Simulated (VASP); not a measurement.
# C (C2/c) in VASP: notebook

The runs below take C through single point, with PBE+D3(BJ).

Everything below comes from runs of VASP 6.6.1. Logs are shortened: lines on timing, memory, paths and dates and some standing lists are left out, and cuts for length are marked.

### Step 1. The cell of the first run

It takes space group C2/c (No. 15, monoclinic). Conventional cell: a = 2.465 Å, b = 4.269 Å, c = 20.607 Å, α = 90.00°, β = 91.15°, γ = 90.00°. Within 1.9 Å of C (site symmetry 1) lie 3 C at 1.42 Å. Within 1.9 Å of C (site symmetry 1) lie 3 C at 1.42 Å. Within 1.9 Å of C (site symmetry 2) lie 3 C at 1.42 Å. Within 1.9 Å of C (site symmetry 2) lie 3 C at 1.42 Å.

### Step 2. Single point, PBE+D3(BJ) (strain -0.0200 x Voigt [0, 0, 0, 0, 1, 0])

The input, INCAR:

```
SYSTEM = C
PREC = Accurate ; ENCUT = 520
EDIFF = 1E-7 ; ISMEAR = 0
SIGMA = 0.15 ; LREAL = .FALSE.
LASPH = .TRUE. ; NELM = 80
ALGO = Normal ; ISIF = 2
LWAVE = .FALSE. ; LCHARG = .FALSE.
GGA = PE ; IVDW = 12
NBANDS = 36
```

The input, KPOINTS:

```
regular mesh
0
G
  18 18 2
  0 0 0
```

The input, POSCAR:

```
C
1.0
    2.4648840281      0.0000000000     -0.0246488403
   -1.2324420141      2.1346521857      0.0123244201
   -0.2060609476      0.0000000000     20.6060947640
C
12
Direct
    0.6666666667      0.3333333333      0.9519899901
    0.6666666667      0.3333333333      0.4520101828
    0.6666666667      0.3333333333      0.7793231472
    0.6666666667      0.3333333333      0.2793433400
    0.0000000000      0.0000000000      0.6156666650
    0.3333333333      0.6666666667      0.2793231472
    0.0000000000      0.0000000000      0.1156666650
    0.6666666667      0.3333333333      0.6156666650
    0.3333333333      0.6666666667      0.7793433400
    0.3333333333      0.6666666667      0.1156666650
    0.3333333333      0.6666666667      0.4519899901
    0.3333333333      0.6666666667      0.9520101828
```

Potentials or basis: VASP PAW PBE potentials, release 64 (C).

The run is started by

```
> cat potpaw_PBE.64/C/POTCAR > POTCAR
> mpirun -np 1 vasp_std > vasp.out
```

OUTCAR:

```text
SYSTEM = C
   PREC = Accurate
   ENCUT = 520
   EDIFF = 1E-7
   ISMEAR = 0
   LREAL = .FALSE.
   LASPH = .TRUE.
   NELM = 80
   ISIF = 2
   GGA = PE
   IVDW = 12
 IVDW          = 12

 ion  position               nearest neighbor table
   1  0.667  0.333  0.952-  12 1.42  12 1.42  12 1.42
   2  0.667  0.333  0.452-  11 1.42  11 1.42  11 1.42
   3  0.667  0.333  0.779-   9 1.42   9 1.42   9 1.42
   4  0.667  0.333  0.279-   6 1.42   6 1.42   6 1.42
   5  0.000  0.000  0.616-   8 1.42   8 1.42   8 1.42
   6  0.333  0.667  0.279-   4 1.42   4 1.42   4 1.42
   7  0.000  0.000  0.116-  10 1.42  10 1.42  10 1.42
   8  0.667  0.333  0.616-   5 1.42   5 1.42   5 1.42
   9  0.333  0.667  0.779-   3 1.42   3 1.42   3 1.42
  10  0.333  0.667  0.116-   7 1.42   7 1.42   7 1.42
  11  0.333  0.667  0.452-   2 1.42   2 1.42   2 1.42
  12  0.333  0.667  0.952-   1 1.42   1 1.42   1 1.42

  LATTYP: Found a base centered monoclinic cell.
 ALAT       =     2.4650072692
 B/A-ratio  =     1.7319642115
 C/A-ratio  =     8.3598638026
 COS(beta)  =    -0.0199980002

  Lattice vectors:

 A1 = (   1.2324420141,  -2.1346521857,  -0.0123244201)
 A2 = (   1.2324420140,   2.1346521857,  -0.0123244202)
 A3 = (  -0.2060609476,   0.0000000000,  20.6060947640)

Analysis of symmetry for initial positions (statically):
=====================================================================
 Subroutine PRICEL returns:
 Original cell was already a primitive cell.

 Routine SETGRP: Setting up the symmetry group for a
 base centered monoclinic supercell.

 Subroutine GETGRP returns: Found  4 space group operations
 (whereof  1 operations were pure point group operations)
 out of a pool of  4 trial point group operations.

The static configuration has the point symmetry C_1 .
 The point group associated with its full space group is C_2h.

Analysis of symmetry for dynamics (positions and initial velocities):
=====================================================================
 Subroutine PRICEL returns:
 Original cell was already a primitive cell.

 Routine SETGRP: Setting up the symmetry group for a
 base centered monoclinic supercell.

 Subroutine GETGRP returns: Found  4 space group operations
 (whereof  1 operations were pure point group operations)
 out of a pool of  4 trial point group operations.

The dynamic configuration has the point symmetry C_1 .
 The point group associated with its full space group is C_2h.

 Subroutine INISYM returns: Found  4 space group operations
 (whereof  1 operations are pure point group operations),
 and found     1 'primitive' translations

----------------------------------------------------------------------------------------

                                     Primitive cell

  volume of cell :     108.4116

  direct lattice vectors                    reciprocal lattice vectors
     2.464884028  0.000000000 -0.024648840     0.405739174  0.234230196  0.004057392
    -1.232442014  2.134652186  0.012324420     0.000000000  0.468460392  0.000000000
    -0.206060948  0.000000000 20.606094764     0.000485342  0.000000000  0.048534185

  length of vectors
     2.465007269  2.464914839 20.607125043     0.468513100  0.468460392  0.048536611

  position of ions in fractional coordinates (direct lattice)
     0.666666667  0.333333333  0.951989990
     0.666666667  0.333333333  0.452010183
     0.666666667  0.333333333  0.779323147
     0.666666667  0.333333333  0.279343340
     0.000000000  0.000000000  0.615666665
     0.333333333  0.666666667  0.279323147
     0.000000000  0.000000000  0.115666665
     0.666666667  0.333333333  0.615666665
     0.333333333  0.666666667  0.779343340
     0.333333333  0.666666667  0.115666665
     0.333333333  0.666666667  0.451989990
     0.333333333  0.666666667  0.952010183

  ion indices of the primitive-cell ions
   primitive index   ion index
                 1           1
                 2           2
                 3           3
                 4           4
                 5           5
                 6           6
                 7           7
                 8           8
                 9           9
                10          10
                11          11
                12          12

----------------------------------------------------------------------------------------

 KPOINTS: regular mesh

Automatic generation of k-mesh.
 Grid dimensions read from file:
 generate k-points for:   18   18    2

 Generating k-lattice:

  Cartesian coordinates                     Fractional coordinates (reciprocal lattice)
     0.022541065  0.013012789  0.000225411     0.055555556 -0.000000000  0.000000000
     0.000000000  0.026025577  0.000000000     0.000000000  0.055555556  0.000000000
     0.000242671  0.000000000  0.024267092    -0.000000000  0.000000000  0.500000000

  Length of vectors
     0.026028506  0.026025577  0.024268306

  Shift w.r.t. Gamma in fractional coordinates (k-lattice)
     0.000000000  0.000000000  0.000000000

 Subroutine IBZKPT returns following result:
 ===========================================

 Found    182 irreducible k-points:

 Following reciprocal coordinates:
            Coordinates               Weight
  0.000000  0.000000  0.000000      1.000000
  0.055556 -0.000000 -0.000000      4.000000
  0.111111 -0.000000 -0.000000      4.000000
  0.166667  0.000000 -0.000000      4.000000
  0.222222 -0.000000  0.000000      4.000000
  0.277778 -0.000000 -0.000000      4.000000
[... 16 lines left out ...]
 -0.333333  0.055556  0.000000      4.000000
 -0.277778  0.055556  0.000000      4.000000
 [... further k-points ...]
   k-points           NKPTS =    182   k-points in BZ     NKDIM =    182   number of bands    NBANDS=     36
   number of dos      NEDOS =    301   number of ions     NIONS =     12
   total plane-waves  NPLWV =  51840
   dimension x,y,z NGX =    18 NGY =   18 NGZ =  160
   dimension x,y,z NGXF=    36 NGYF=   36 NGZF=  320
   ions per type =              12
   NGX,Y,Z   is equivalent  to a cutoff of  12.14, 12.14, 12.91 a.u.
   NGXF,Y,Z  is equivalent  to a cutoff of  24.28, 24.28, 25.82 a.u.
 SYSTEM =  C
   PREC   = accura    normal or accurate (medium, high low for compatibility)
   ISTART =      0    job   : 0-new  1-cont  2-samecut
   ICHARG =      2    charge: 1-file 2-atom 10-const
   ISPIN  =      1    spin polarized calculation?
   LNONCOLLINEAR =      F non collinear calculations
   LSORBIT =      F    spin-orbit coupling
   LASPH  =      T    aspherical Exc in radial PAW
   ENCUT  =  520.0 eV  38.22 Ry    6.18 a.u.   4.58  4.58 38.32*2*pi/ulx,y,z
   NELM   =     80;   NELMIN=  2; NELMDL= -5     # of ELM steps
   EDIFF  = 0.1E-06   stopping-criterion for ELM
   LREAL  =      F    real-space projection
   EDIFFG = 0.1E-05   stopping-criterion for IOM
   NSW    =      0    number of steps for IOM
   IBRION =     -1    ionic relax: 0-MD 1-quasi-New 2-CG
   NFREE  =      0    steps in history (QN), initial steepest desc. (CG)
   ISIF   =      2    stress and relaxation
   ISYM   =      2    0-nonsym 1-usesym 2-fastsym
   POTIM  = 0.5000    time-step for ionic-motion
   TEBEG  =    0.0;   TEEND  =   0.0 temperature during run
   PSTRESS=    0.0 pullay stress
   NELECT =      48.0000    total number of electrons
   NUPDOWN=      -1.0000    fix difference up-down
   EMIN   =  10.00;   EMAX   =-10.00  energy-range for DOS
   EFERMI =   0.00;   METHOD = LEGACY
   ISMEAR =     0;   SIGMA  =   0.15  broadening in eV -4-tet -1-fermi 0-gaus
   EFERMI_NEDOS =   21; number of points for ismear=-14 and -15
   IALGO  =     38    algorithm
   IMIX   =      4    mixing-type and parameters
     AMIX     =   0.40;   BMIX     =  1.00
     AMIX_MAG =   1.60;   BMIX_MAG =  1.00
  volume/ion in A,a.u.               =       9.03        60.97
  Fermi-wavevector in a.u.,A,eV,Ry     =   1.247757  2.357918 21.182871  1.556897
  Thomas-Fermi vector in A             =   2.381874
   LORBIT       =      0    0 simple, 1 ext, 2 COOP (PROOUT), +10 PAW based schemes
   GGA     = PE    functional components
   LHFCALC =     F    Hartree Fock is set to
   AEXX    =    0.0000 exact exchange contribution
   IVDW    =    12    specifies the selected vdW correction
   LEPSILON=     F    determine dielectric tensor
   LRPA    =     F    only Hartree local field effects (RPA)
 non-spin polarized calculation
 Gauss-broadening in eV      SIGMA  =   0.15
  energy-cutoff  :      520.00
  volume of cell :      108.41
 maximum number of plane-waves:      2960
   NGX =  9   NGY =  9   NGZ = 77

 number of electron      47.9999986 magnetization

 Free energy of the ion-electron system (eV)
  ---------------------------------------------------
  ext. energy  EPLUGINS =         0.00000000
  ---------------------------------------------------
  free energy    TOTEN  =      -110.55079953 eV

  energy without entropy =     -110.54858300  energy(sigma->0) =     -110.54969126

 E-fermi :   4.4773     XC(G=0): -10.1568

 val. band max:        4.4740352725   @ k =   0.3333   0.3333   0.0000
 cond. band min:       4.4830989875   @ k =   0.3333   0.3333   0.0000
 fundamental gap:      0.0090637150
 Fermi energy:         4.4773185495

 k-point     1 :       0.0000    0.0000    0.0000
  band No.  band energies     occupation
      1     -15.1536      2.00000
      2     -15.1082      2.00000
      3     -15.0762      2.00000
      4     -14.9820      2.00000
      5     -14.9460      2.00000
      6     -14.8969      2.00000
[... 28 lines left out ...]
     35      12.8389      0.00000
     36      12.8431      0.00000

 k-point     2 :       0.0556   -0.0000   -0.0000
  band No.  band energies     occupation
      1     -15.0799      2.00000
      2     -15.0348      2.00000
      3     -15.0029      2.00000
      4     -14.9092      2.00000
      5     -14.8733      2.00000
      6     -14.8244      2.00000
[... 28 lines left out ...]
     35      13.1179      0.00000
     36      13.1349      0.00000

 k-point     3 :       0.1111   -0.0000   -0.0000
  band No.  band energies     occupation
      1     -14.8595      2.00000
      2     -14.8150      2.00000
      3     -14.7833      2.00000
      4     -14.6911      2.00000
      5     -14.6555      2.00000
      6     -14.6075      2.00000
[... 28 lines left out ...]
     35      13.1834      0.00000
     36      14.0079      0.00000

 k-point     4 :       0.1667    0.0000   -0.0000
  band No.  band energies     occupation
      1     -14.4932      2.00000
      2     -14.4499      2.00000
      3     -14.4186      2.00000
      4     -14.3289      2.00000
      5     -14.2937      2.00000
      6     -14.2470      2.00000
[... 28 lines left out ...]
     35      13.6165      0.00000
     36      13.7347      0.00000

 k-point     5 :       0.2222   -0.0000    0.0000
  band No.  band energies     occupation
      1     -13.9831      2.00000
      2     -13.9413      2.00000
      3     -13.9107      2.00000
      4     -13.8243      2.00000
      5     -13.7897      2.00000
      6     -13.7450      2.00000
[... 655 lines left out ...]
 k-point    22 :      -0.3889    0.0556    0.0000
  band No.  band energies     occupation
      1     -12.0523      2.00000
      2     -12.0161      2.00000
      3     -11.9882      2.00000
      4     -11.9140      2.00000
      5     -11.8822      2.00000
      6     -11.8441      2.00000
[... 28 lines left out ...]
     35      12.4966      0.00000
     36      12.5631      0.00000

 k-point    23 :      -0.3333    0.0556    0.0000
  band No.  band energies     occupation
      1     -12.9022      2.00000
      2     -12.8637      2.00000
      3     -12.8344      2.00000
      4     -12.7551      2.00000
      5     -12.7218      2.00000
      6     -12.6809      2.00000
[... 28 lines left out ...]
     35      12.5887      0.00000
     36      12.6824      0.00000

 k-point    24 :      -0.2778    0.0556    0.0000
  band No.  band energies     occupation
      1     -13.6209      2.00000
      2     -13.5803      2.00000
      3     -13.5500      2.00000
      4     -13.4662      2.00000
      5     -13.4318      2.00000
      6     -13.3885      2.00000
[... 28 lines left out ...]
     35      12.8045      0.00000
     36      12.8825      0.00000

 [... further k-points ...]

------------------------ aborting loop because EDIFF is reached ----------------------------------------

 Edisp (eV)   -1.82560

 E8    (eV) :    -0.5158

  FORCE on cell =-STRESS in cart. coord.  units (eV):
  Direction    XX          YY          ZZ          XY          YZ          ZX
  --------------------------------------------------------------------------------------
  -------------------------------------------------------------------------------------
  Total       0.43507     0.46579    -0.06016    -0.00000    -0.00000     0.00215
  in kB       6.42968     6.88374    -0.88906    -0.00000    -0.00000     0.03171
  external pressure =        4.14 kB  Pullay stress =        0.00 kB

 VOLUME and BASIS-vectors are now :
 -----------------------------------------------------------------------------
  energy-cutoff  :      520.00
  volume of cell :      108.41
      direct lattice vectors                 reciprocal lattice vectors
     2.464884028  0.000000000 -0.024648840     0.405739174  0.234230196  0.004057392
    -1.232442014  2.134652186  0.012324420     0.000000000  0.468460392  0.000000000
    -0.206060948  0.000000000 20.606094764     0.000485342  0.000000000  0.048534185

 POSITION                                       TOTAL-FORCE (eV/Angst)
 -----------------------------------------------------------------------------------
      1.03627      0.71155     19.60447        -0.002748      0.000527     -0.000412
      1.13930      0.71155      9.30184        -0.001856      0.000706     -0.000455
      1.07185      0.71155     16.04648         0.001856      0.000706      0.000455
      1.17488      0.71155      5.74385         0.002748      0.000527      0.000412
     -0.12686      0.00000     12.68649        -0.000000      0.000321     -0.000000
     -0.05756      1.42310      5.75576         0.001856     -0.000706      0.000455
     -0.02383      0.00000      2.38344         0.000000     -0.000321      0.000000
      1.10558      0.71155     12.67416         0.000000     -0.000713      0.000000
     -0.16059      1.42310     16.05922         0.002748     -0.000527      0.000412
     -0.02383      1.42310      2.38344        -0.000000      0.000713     -0.000000
     -0.09314      1.42310      9.31375        -0.002748     -0.000527     -0.000412
     -0.19617      1.42310     19.61721        -0.001856     -0.000706     -0.000455
 -----------------------------------------------------------------------------------
    total drift:                                0.000000      0.000000     -0.000003

  FREE ENERGIE OF THE ION-ELECTRON SYSTEM (eV)
  ---------------------------------------------------
  free  energy   TOTEN  =      -112.3763966252 eV

  energy  without entropy=     -112.3741800937  energy(sigma->0) =     -112.37528836
```

Wall time 6.8 min (1 thread of Intel Xeon 6975P-C (Granite Rapids), shared host); peak memory 0.54 GiB.

What came out:

- Free energy: -112.3764 eV
- Pressure: 0.4 GPa
- Band gap on the k mesh: zero (filled and empty bands touch)
- Dispersion energy per atom: -0.152 eV

Forces on the atoms (eV/Å):
```
C   -0.003  0.001  0.000
C   -0.002  0.001  0.000
C    0.002  0.001  0.000
C    0.003  0.001  0.000
C    0.000  0.000  0.000
C    0.002 -0.001  0.000
C    0.000  0.000  0.000
C    0.000 -0.001  0.000
C    0.003 -0.001  0.000
C    0.000  0.001  0.000
C   -0.003 -0.001  0.000
C   -0.002 -0.001  0.000
```

Stress tensor (GPa, compression positive):
```
 0.64  0.00  0.00
 0.00  0.69  0.00
 0.00  0.00 -0.09
```

Levels at points of the mesh, in eV from the Fermi level:
| k point | band 21 | band 22 | band 23 | band 24 | band 25 | band 26 | band 27 | band 28 |
| --- | --- | --- | --- | --- | --- | --- | --- | --- |
| (0.00, 0.00, 0.00) | -3.00 | -3.00 | -3.00 | -3.00 | 4.10 | 5.15 | 5.45 | 7.86 |
| (0.50, 0.00, 0.00) | -2.54 | -2.24 | -2.10 | -1.98 | 1.31 | 1.36 | 1.61 | 1.88 |
| (0.00, 0.50, 0.00) | -2.54 | -2.24 | -2.10 | -1.98 | 1.32 | 1.35 | 1.61 | 1.88 |
| (0.00, 0.00, 0.50) | -3.00 | -3.00 | -3.00 | -3.00 | 4.41 | 4.41 | 6.58 | 6.58 |
| (0.50, 0.00, 0.50) | -2.41 | -2.34 | -2.04 | -2.00 | 1.31 | 1.35 | 1.68 | 1.76 |
| (0.00, 0.50, 0.50) | -2.37 | -2.37 | -2.02 | -2.02 | 1.33 | 1.33 | 1.72 | 1.72 |

Caveat: the cell differs from its parent crystal (strain -0.0200 x Voigt [0, 0, 0, 0, 1, 0]).

### Step 3. Single point, PBE+D3(BJ) (strain +0.0150 x Voigt [0, 0, 0, 0, 1, 0])

The input, INCAR:

```
PREC = Accurate ; ENCUT = 520
EDIFF = 1E-7 ; ISMEAR = 0
SIGMA = 0.15 ; LREAL = F
LASPH = T ; NELM = 80
ALGO = Normal ; ISIF = 2
LWAVE = F ; LCHARG = F
GGA = PE ; IVDW = 12
NBANDS = 36
```

The input, KPOINTS:

```
regular mesh
0
Gamma
  18 18 2
```

Changes to POSCAR since step 2:

```diff
@@ -2,5 +2,5 @@
 1.0
-    2.4648840281      0.0000000000     -0.0246488403
-   -1.2324420141      2.1346521857      0.0123244201
-   -0.2060609476      0.0000000000     20.6060947640
+    2.4648840281      0.0000000000      0.0184866302
+   -1.2324420141      2.1346521857     -0.0092433151
+    0.1545457107      0.0000000000     20.6060947640
 C
```

Potentials or basis: VASP PAW PBE potentials, release 64 (C).

The run is started by

```
> cat potpaw_PBE.64/C/POTCAR > POTCAR
> mpirun -np 1 vasp_std > vasp.out
```

Run time: 6.7 min. Hardware: 1 thread of Intel Xeon 6975P-C (Granite Rapids), shared host; peak memory 0.54 GiB.

The run converged. Its results:

```
Free energy                : -112.3764 eV
Pressure                   : 0.4 GPa
Band gap on the k mesh     : zero (filled and empty bands touch)
Dispersion energy per atom : -0.152 eV
```

Forces on the atoms (eV/Å):
```
C    0.002  0.000  0.000
C    0.001  0.000  0.000
C   -0.001  0.000  0.000
C   -0.002  0.000  0.000
C    0.000  0.000  0.000
C   -0.001  0.000  0.000
C    0.000  0.000  0.000
C    0.000  0.000  0.000
C   -0.002  0.000  0.000
C    0.000  0.000  0.000
C    0.002  0.000  0.000
C    0.001  0.000  0.000
```

Stress tensor (GPa, compression positive):
```
 0.67  0.00  0.00
 0.00  0.69  0.00
 0.00  0.00 -0.09
```

Levels at points of the mesh, in eV from the Fermi level:
| k point | band 21 | band 22 | band 23 | band 24 | band 25 | band 26 | band 27 | band 28 |
| --- | --- | --- | --- | --- | --- | --- | --- | --- |
| (0.00, 0.00, 0.00) | -3.00 | -3.00 | -3.00 | -3.00 | 4.10 | 5.15 | 5.44 | 7.86 |
| (0.50, 0.00, 0.00) | -2.54 | -2.24 | -2.10 | -1.98 | 1.32 | 1.36 | 1.61 | 1.88 |
| (0.00, 0.50, 0.00) | -2.54 | -2.24 | -2.10 | -1.98 | 1.32 | 1.35 | 1.61 | 1.88 |
| (0.00, 0.00, 0.50) | -3.00 | -3.00 | -3.00 | -3.00 | 4.41 | 4.41 | 6.58 | 6.58 |
| (0.50, 0.00, 0.50) | -2.40 | -2.35 | -2.04 | -2.01 | 1.32 | 1.35 | 1.69 | 1.75 |
| (0.00, 0.50, 0.50) | -2.37 | -2.37 | -2.02 | -2.02 | 1.33 | 1.33 | 1.72 | 1.72 |

Caveat: the cell differs from its parent crystal (strain +0.0150 x Voigt [0, 0, 0, 0, 1, 0]).
